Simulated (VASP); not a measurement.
A run of VASP 6.6.1:

POSCAR

```
Y
1.0
    0.0000000000      2.3500636460      2.3500636460
    2.3500636460      0.0000000000      2.3500636460
    2.3500636460      2.3500636460      0.0000000000
Y
1
Direct
    0.0000000000      0.0000000000      0.0000000000
```

The input INCAR.step1:

```
SYSTEM = Y
PREC = Accurate
ENCUT = 520
EDIFF = 1E-6
ISMEAR = -1
SIGMA = 0.08
LREAL = .FALSE.
LASPH = .TRUE.
NELM = 80
ALGO = Normal
ISIF = 2
LWAVE = .FALSE.
LCHARG = .TRUE.
LMAXMIX = 4
GGA = CA
NBANDS = 12
```

Contents of KPOINTS.step1:

```
regular mesh
0
G
  13 13 13
  0 0 0
```

INCAR.step2

```
SYSTEM = Y
PREC = Accurate
ENCUT = 520
EDIFF = 1E-6
ISMEAR = -5
SIGMA = 0.08
LREAL = .FALSE.
LASPH = .TRUE.
NELM = 80
ALGO = Normal
ISIF = 2
LWAVE = .FALSE.
LCHARG = .FALSE.
LMAXMIX = 4
GGA = CA
LORBIT = 11
NBANDS = 12
NEDOS = 1001
ICHARG = 11
```

Contents of KPOINTS.step2:

```
regular mesh
0
G
  20 20 20
  0 0 0
```

Potentials or basis: VASP PAW LDA potentials, release 64 (Y_sv).

Run with:

```console
$ cat potpaw_LDA.64/Y_sv/POTCAR > POTCAR
$ cp INCAR.step1 INCAR
$ cp KPOINTS.step1 KPOINTS
$ mpirun -np 1 vasp_std > vasp.out
$ cp INCAR.step2 INCAR
$ cp KPOINTS.step2 KPOINTS
$ mpirun -np 1 vasp_std > vasp.out
```

Hardware: 1 thread of Intel(R) Xeon(R) 6975P-C (Granite Rapids), on a shared host.

Question: How long does it take, and how much memory?

Answer: Wall time 75 s on 1 thread of Intel(R) Xeon(R) 6975P-C (Granite Rapids) (shared host), peak memory 0.22 GiB. Counts: k points 256.
